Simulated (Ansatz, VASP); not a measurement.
Two plane-wave programs on Pt

The input INCAR:

```
ALGO = Normal
EDIFF = 1E-7
ENCUT = 520
GGA = PE
ISIF = 2
ISMEAR = 0
LASPH = True
LCHARG = True
LELF = True
LREAL = False
LVHAR = True
LWAVE = False
NBANDS = 11
NELM = 60
PREC = Accurate
SIGMA = 0.15
```

KPOINTS

```
k-points
0
Gamma
  20 20 20
```

POSCAR

```
Pt
1.0
   -0.0992482356      1.9551902408      1.9551902408
    1.9551902408     -0.0992482356      1.9551902408
    1.9551902408      1.9551902408     -0.0992482356
Pt
1
Direct
    0.0000000000      0.0000000000      0.0000000000
```

Input for Ansatz:

```yaml
crystal:
  lattice:
    - [-0.0992482356, 1.9551902408, 1.9551902408]
    - [1.9551902408, -0.0992482356, 1.9551902408]
    - [1.9551902408, 1.9551902408, -0.0992482356]
  atoms:
    - { symbol: Pt, position: [0.0, 0.0, 0.0] }
basis:
  ecutwfc: 420
kpoints:
  mp_grid: { grid: [20, 20, 20] }
hamiltonian:
  xc: pbe
  pseudopotentials: { kind: paw, azcp: { folder: soft_1 } }
scf:
  occupations: { method: gaussian, width: 0.15 }
output:
  forces: true
  stress: true
  eigenvalues: true
  write_density: true
  write_potential: true
  elf: true
  volumetric_format: npy
```

Change from the starting cell: equal engineering shear yz, xz and xy -0.0500, equal normal strain along x, y and z +0.0100.

Alike in both runs: task single point; functional PBE; k mesh 20 × 20 × 20; occupations gaussian, width 0.15 eV; no spin polarisation.

|  | VASP | Ansatz |
| --- | --- | --- |
| version | VASP 6.6.1 | Ansatz 0.2.0 |
| potentials or method | VASP PAW PBE potentials, release 64 (Pt), cutoff 520 eV | scalar-relativistic, plane waves, PAW |
| valence electrons in the cell | 10 | 18 |

```csv
,VASP,Ansatz,Ansatz less VASP
gap on the k mesh at the Fermi level (eV),none,none,-
pressure (GPa),-5.5,-5.1,+0.42
"traceless stress, the component that is largest in VASP (GPa)",2.94,2.95,+0.014
```

A gap of «none» marks a metal or a gap that the smearing closes. VASP's potentials hold 10 valence electrons a cell and Ansatz's 18, so a difference there can come from the potentials and not from the codes.

Spin-orbit coupling is off throughout.
